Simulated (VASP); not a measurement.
# BaTiO3 (P4mm) in VASP: further runs, part 2 of 3

VASP 6.6.1. Earlier steps stand in the parts before.

## Step 3: Single point, PBE+U

INCAR reads:

```
PREC = Accurate
ENCUT = 520
EDIFF = 1E-6
ISMEAR = -1
SIGMA = 0.05
LREAL = F
LASPH = T
NELM = 150
ALGO = Normal
ISIF = 2
LWAVE = F
LCHARG = F
LMAXMIX = 4
LDAU = T
LDAUTYPE = 2
LDAUL = -1 2 -1
LDAUU = 0 8 0
LDAUJ = 0 0 0
LDAUPRINT = 1
GGA = PE
NBANDS = 28
```

KPOINTS reads:

```
Automatic mesh
0
Gamma
  7 7 7
```

POSCAR reads:

```
BaTiO3
1.0
    3.9998000000      0.0000000000      0.0000000000
    0.0000000000      3.9998000000      0.0000000000
    0.0000000000      0.0000000000      4.0180000000
Ba Ti O
1 1 3
Direct
    0.0000000000      0.0000000000      0.0000000000
    0.5000000000      0.5000000000      0.4900000000
    0.0000000000      0.5000000000      0.5170000000
    0.5000000000      0.0000000000      0.5170000000
    0.5000000000      0.5000000000      0.0190000000
```

Potentials or basis: VASP PAW PBE potentials, release 64 (Ba_sv, Ti_sv, O).

Command:

```sh
> cat potpaw_PBE.64/Ba_sv/POTCAR potpaw_PBE.64/Ti_sv/POTCAR potpaw_PBE.64/O/POTCAR > POTCAR
> mpirun -np 1 vasp_std > vasp.out
```

OUTCAR:

```text
PREC = Accurate
   ENCUT = 520
   EDIFF = 1E-6
   ISMEAR = -1
   LREAL = F
   LASPH = T
   NELM = 150
   ISIF = 2
   GGA = PE

 ion  position               nearest neighbor table
   1  0.000  0.000  0.000-   3 2.79   4 2.79   3 2.79   4 2.79   5 2.83   5 2.83   5 2.83   5 2.83
                             4 2.88   3 2.88   4 2.88   3 2.88   2 3.45   2 3.45   2 3.45   2 3.45
   2  0.500  0.500  0.490-   5 1.89   4 2.00   3 2.00   4 2.00   3 2.00   5 2.13   1 3.45   1 3.45
                             1 3.45   1 3.45   1 3.49   1 3.49   1 3.49   1 3.49
   3  0.000  0.500  0.517-   2 2.00   2 2.00   1 2.79   1 2.79   1 2.88   1 2.88
   4  0.500  0.000  0.517-   2 2.00   2 2.00   1 2.79   1 2.79   1 2.88   1 2.88
   5  0.500  0.500  0.019-   2 1.89   2 2.13   1 2.83   1 2.83   1 2.83   1 2.83

  LATTYP: Found a simple tetragonal cell.
 ALAT       =     3.9998000000
 C/A-ratio  =     1.0045502275

  Lattice vectors:

 A1 = (   3.9998000000,   0.0000000000,   0.0000000000)
 A2 = (   0.0000000000,   3.9998000000,   0.0000000000)
 A3 = (   0.0000000000,   0.0000000000,   4.0180000000)

Analysis of symmetry for initial positions (statically):
=====================================================================
 Subroutine PRICEL returns:
 Original cell was already a primitive cell.

 Routine SETGRP: Setting up the symmetry group for a
 simple tetragonal supercell.

 Subroutine GETGRP returns: Found  8 space group operations
 (whereof  8 operations were pure point group operations)
 out of a pool of 16 trial point group operations.

The static configuration has the point symmetry C_4v.

Analysis of symmetry for dynamics (positions and initial velocities):
=====================================================================
 Subroutine PRICEL returns:
 Original cell was already a primitive cell.

 Routine SETGRP: Setting up the symmetry group for a
 simple tetragonal supercell.

 Subroutine GETGRP returns: Found  8 space group operations
 (whereof  8 operations were pure point group operations)
 out of a pool of 16 trial point group operations.

The dynamic configuration has the point symmetry C_4v.

 Subroutine INISYM returns: Found  8 space group operations
 (whereof  8 operations are pure point group operations),
 and found     1 'primitive' translations

----------------------------------------------------------------------------------------

                                     Primitive cell

  volume of cell :      64.2816

  direct lattice vectors                    reciprocal lattice vectors
     3.999800000  0.000000000  0.000000000     0.250012501  0.000000000  0.000000000
     0.000000000  3.999800000  0.000000000     0.000000000  0.250012501  0.000000000
     0.000000000  0.000000000  4.018000000     0.000000000  0.000000000  0.248880040

  length of vectors
     3.999800000  3.999800000  4.018000000     0.250012501  0.250012501  0.248880040

  position of ions in fractional coordinates (direct lattice)
     0.000000000  0.000000000  0.000000000
[... 100 lines left out ...]
   EFERMI_NEDOS =   21; number of points for ismear=-14 and -15
   IALGO  =     38    algorithm
   IMIX   =      4    mixing-type and parameters
     AMIX     =   0.40;   BMIX     =  1.00
     AMIX_MAG =   1.60;   BMIX_MAG =  1.00
  volume/ion in A,a.u.               =      12.86        86.76
  Fermi-wavevector in a.u.,A,eV,Ry     =   1.397653  2.641181 26.578078  1.953434
  Thomas-Fermi vector in A             =   2.520888
   LORBIT       =      0    0 simple, 1 ext, 2 COOP (PROOUT), +10 PAW based schemes
 LDA+U is selected, type is set to LDAUTYPE =  2
   angular momentum for each species LDAUL =    -1    2   -1
   U (eV)           for each species LDAUU =   0.0  8.0  0.0
   J (eV)           for each species LDAUJ =   0.0  0.0  0.0
   GGA     = PE    functional components
   LHFCALC =     F    Hartree Fock is set to
   AEXX    =    0.0000 exact exchange contribution
   IVDW    =     0    specifies the selected vdW correction
   LEPSILON=     F    determine dielectric tensor
   LRPA    =     F    only Hartree local field effects (RPA)
 non-spin polarized calculation
  energy-cutoff  :      520.00
  volume of cell :       64.28
 maximum number of plane-waves:      1755
 NGX is ok and might be reduce to    30
   NGX = 15   NGY = 15   NGZ = 15

atom =   2  type =  2  l = 2

 onsite density matrix

spin component  1

  0.0839  0.0000 -0.0000  0.0000  0.0000
  0.0000  0.0896 -0.0000  0.0000 -0.0000
 -0.0000 -0.0000  0.2341  0.0000  0.0000
  0.0000  0.0000  0.0000  0.0896 -0.0000
  0.0000 -0.0000  0.0000 -0.0000  0.2248

spin component  2

  0.0839  0.0000 -0.0000  0.0000  0.0000
  0.0000  0.0896 -0.0000  0.0000 -0.0000
 -0.0000 -0.0000  0.2341  0.0000  0.0000
  0.0000  0.0000  0.0000  0.0896 -0.0000
  0.0000 -0.0000  0.0000 -0.0000  0.2248

 occupancies and eigenvectors

  o =  0.0839  v =  1.0000  0.0000  0.0000  0.0000  0.0000  0.0000  0.0000  0.0000  0.0000  0.0000      0.0000  0.0000  0.0000  0.0000  0.0000  0.0000  0.0000  0.0000  0.0000  0.0000
  o =  0.0839  v =  0.0000  0.0000  0.0000  0.0000  0.0000  1.0000  0.0000  0.0000  0.0000  0.0000      0.0000  0.0000  0.0000  0.0000  0.0000  0.0000  0.0000  0.0000  0.0000  0.0000
  o =  0.0896  v =  0.0000 -0.0000 -0.0000 -1.0000 -0.0000  0.0000  0.0000  0.0000  0.0000  0.0000      0.0000  0.0000  0.0000  0.0000  0.0000  0.0000  0.0000  0.0000  0.0000  0.0000
  o =  0.0896  v =  0.0000  0.0000  0.0000  0.0000  0.0000  0.0000 -0.0000 -0.0000 -1.0000 -0.0000      0.0000  0.0000  0.0000  0.0000  0.0000  0.0000  0.0000  0.0000  0.0000  0.0000
  o =  0.0896  v =  0.0000  0.0000  0.0000  0.0000  0.0000  0.0000  1.0000  0.0000 -0.0000  0.0000      0.0000  0.0000  0.0000  0.0000  0.0000  0.0000  0.0000  0.0000  0.0000  0.0000
  o =  0.0896  v =  0.0000  1.0000  0.0000 -0.0000  0.0000  0.0000  0.0000  0.0000  0.0000  0.0000      0.0000  0.0000  0.0000  0.0000  0.0000  0.0000  0.0000  0.0000  0.0000  0.0000
  o =  0.2248  v =  0.0000  0.0000  0.0000  0.0000  0.0000  0.0000 -0.0000 -0.0000 -0.0000  1.0000      0.0000  0.0000  0.0000  0.0000  0.0000  0.0000  0.0000  0.0000  0.0000  0.0000
  o =  0.2248  v =  0.0000 -0.0000 -0.0000 -0.0000  1.0000  0.0000  0.0000  0.0000  0.0000  0.0000      0.0000  0.0000  0.0000  0.0000  0.0000  0.0000  0.0000  0.0000  0.0000  0.0000
  o =  0.2341  v =  0.0000  0.0000  0.0000  0.0000  0.0000  0.0000  0.0000 -1.0000  0.0000 -0.0000      0.0000  0.0000  0.0000  0.0000  0.0000  0.0000  0.0000  0.0000  0.0000  0.0000
  o =  0.2341  v =  0.0000  0.0000 -1.0000  0.0000 -0.0000  0.0000  0.0000  0.0000  0.0000  0.0000      0.0000  0.0000  0.0000  0.0000  0.0000  0.0000  0.0000  0.0000  0.0000  0.0000

 number of electron      39.9999977 magnetization

 Free energy of the ion-electron system (eV)
  ---------------------------------------------------
  ext. energy  EPLUGINS =         0.00000000
  ---------------------------------------------------
  free energy    TOTEN  =       -34.78881073 eV

  energy without entropy =      -34.78881073  energy(sigma->0) =      -34.78881073

 E-fermi :   5.1735     XC(G=0): -11.2571

 val. band max:        4.0237539919   @ k =   0.4286   0.4286   0.4286
 cond. band min:       6.9340416440   @ k =   0.0000   0.0000   0.0000
 fundamental gap:      2.9102876521
 Fermi energy:         5.1734897038

 k-point     1 :       0.0000    0.0000    0.0000
  band No.  band energies     occupation
      1     -54.6702      2.00000
      2     -30.8069      2.00000
      3     -30.7832      2.00000
      4     -30.7832      2.00000
      5     -20.7500      2.00000
      6     -12.9190      2.00000
[... 733 lines left out ...]
     27      12.4442      0.00000
     28      12.9334      0.00000

 [... further k-points ...]
[... 5 lines left out ...]
  --------------------------------------------------------------------------------------
  -------------------------------------------------------------------------------------
  Total        4.1465823      4.1465823      4.7969320      0.0000000     -0.0000000      0.0000000
  in kB      103.3509301    103.3509301    119.5604830      0.0000000     -0.0000000      0.0000000
  external PRESSURE =     108.7541144 kB  Pullay stress =       0.0000000 kB

 VOLUME and BASIS-vectors are now :
 -----------------------------------------------------------------------------
  energy-cutoff  :      520.00
  volume of cell :       64.28
      direct lattice vectors                 reciprocal lattice vectors
     3.999800000  0.000000000  0.000000000     0.250012501  0.000000000  0.000000000
     0.000000000  3.999800000  0.000000000     0.000000000  0.250012501  0.000000000
     0.000000000  0.000000000  4.018000000     0.000000000  0.000000000  0.248880040

 POSITION                                       TOTAL-FORCE (eV/Angst)
 -----------------------------------------------------------------------------------
      0.00000      0.00000      0.00000         0.000000     -0.000000      0.059445
      1.99990      1.99990      1.96882         0.000000      0.000000      1.067968
      0.00000      1.99990      2.07731        -0.000000     -0.000000     -0.143812
      1.99990      0.00000      2.07731         0.000000     -0.000000     -0.143812
      1.99990      1.99990      0.07634         0.000000      0.000000     -0.839788
 -----------------------------------------------------------------------------------
    total drift:                                0.000000      0.000000     -0.000075

  FREE ENERGIE OF THE ION-ELECTRON SYSTEM (eV)
  ---------------------------------------------------
  free  energy   TOTEN  =       -34.7888107319 eV

  energy  without entropy=      -34.7888107318  energy(sigma->0) =      -34.78881073
```

It took 70 s on 1 thread of Intel Xeon Platinum 8259CL at 2.50GHz (Skylake/Cascade Lake), shared host; peak memory 0.22 GiB.

What came out:

```
Free energy            : -34.7888 eV
Pressure               : 10.9 GPa
Largest force          : 1.068 eV/Å
Band gap on the k mesh : 2.91 eV, indirect (least direct gap 3.14 eV)
```

Forces on the atoms (eV/Å):
```
Ba   0.000  0.000  0.059
Ti   0.000  0.000  1.068
O    0.000  0.000 -0.144
O    0.000  0.000 -0.144
O    0.000  0.000 -0.840
```

Stress tensor (GPa, compression positive):
```
10.34  0.00  0.00
 0.00 10.34  0.00
 0.00  0.00 11.96
```

Eigenvalues of the final occupation matrices:
| site | spin | trace | eigenvalues |
| --- | --- | --- | --- |
| site 2 d | 1 | 0.72 | 0.08 0.09 0.09 0.22 0.23 |
| site 2 d | 2 | 0.72 | 0.08 0.09 0.09 0.22 0.23 |

Caveat: spin-orbit coupling is left out, which moves the levels of the heavy elements; forces of over 1 eV/Å act on the atoms, so gaps and moduli don't describe the material at rest. A k mesh can miss the band edges.

[end of part 2 of 3]
